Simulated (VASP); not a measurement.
Ta4S, 5 atoms in the cell. The cell holds a slab with vacuum, 5 atoms: a = 3.319 Å, b = 3.319 Å, c = 20.300 Å, α = 90.00°, β = 90.00°, γ = 90.00°. 

```yaml
Program: VASP 6.6.1
Task: single point
Functional: PBE
Potentials_or_basis: VASP PAW PBE potentials, release 64 (Ta_pv, S)
Cutoff: 520 eV
k_mesh: 8 × 8 × 1
Occupations: gaussian, width 0.1 eV
Spin: no spin polarisation
Dipole_correction: yes
Further_INCAR_settings: ALGO = Normal; EDIFF = 1e-06; NBANDS = 33
```

Potentials or basis: VASP PAW PBE potentials, release 64 (Ta_pv, S).

Launch:

```bash
$ cat potpaw_PBE.64/Ta_pv/POTCAR potpaw_PBE.64/S/POTCAR > POTCAR
$ mpirun -np 1 vasp_std > vasp.out
```

Hardware: 1 thread of Intel(R) Xeon(R) 6975P-C (Granite Rapids) (shared host).

**Question.** Estimate the wall time of this run.

**Answer.** Wall time 4.3 min on 1 thread of Intel(R) Xeon(R) 6975P-C (Granite Rapids), on a shared host, peak memory 0.45 GiB. Counts: scf iterations 30, k points 34.
